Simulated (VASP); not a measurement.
Here is a VASP 6.6.1 calculation.

INCAR

```
ALGO     = Normal         # electronic algorithm
EDIFF    = 1E-6           # SCF threshold, eV
ENCUT    = 520            # plane-wave cutoff, eV
GGA      = PE             # functional
ISIF     = 2              # what is computed and relaxed
ISMEAR   = 0              # smearing method
LASPH    = True           # aspherical terms in the spheres
LCHARG   = False          # write CHGCAR
LREAL    = False          # projectors in reciprocal space
LWAVE    = False          # write WAVECAR
NBANDS   = 78             # bands
NELM     = 100            # most SCF steps
PREC     = Accurate       # precision mode
SIGMA    = 0.05           # smearing width, eV
```

Contents of KPOINTS:

```
k-points
0
Gamma
  3 2 3
```

POSCAR

```
Sc12H
1.0
    6.6200000000      0.0000000000      0.0000000000
   -4.9650000000      8.5996320000      0.0000000000
    0.0000000000      0.0000000000      5.2761400000
Sc H
12 1
Direct
    0.0001263388      0.0014911103      0.0005468013
    0.1669136515      0.2229448888      0.5002649664
   -0.0005467859      0.3320792099      0.0000900279
    0.1613190732      0.5493078076      0.4998792678
   -0.0043113282      0.6650145029     -0.0001982510
    0.1624866663      0.8910071966      0.5003074217
    0.5027575931      0.0032340919      0.0000227439
    0.6658037314      0.2222388121      0.4998347277
    0.4972085083      0.3312441742     -0.0002443074
    0.6666931400      0.5557606419      0.4995426581
    0.5004684675      0.6658357009     -0.0003083694
    0.6722422889      0.8901671606      0.5001967347
    0.3326457716      0.7781846944      1.0003381260
```

Potentials or basis: VASP PAW PBE potentials, release 64 (Sc_sv, H).

Launch:

```bash
$ cat potpaw_PBE.64/Sc_sv/POTCAR potpaw_PBE.64/H/POTCAR > POTCAR
$ mpirun -np 1 vasp_std > vasp.out
```

(1) Predict the pressure.

(2) Estimate the largest force.

(3) Estimate the band gap on the k mesh.

Answers

(1) 0.1 GPa.

(2) 0.035 eV/Å.

(3) zero (an odd number of electrons rules out a gap without spin polarisation).

Caveat: the k points lie up to 0.40 Å⁻¹ apart, too coarse for converged energies and pressures of a metal.
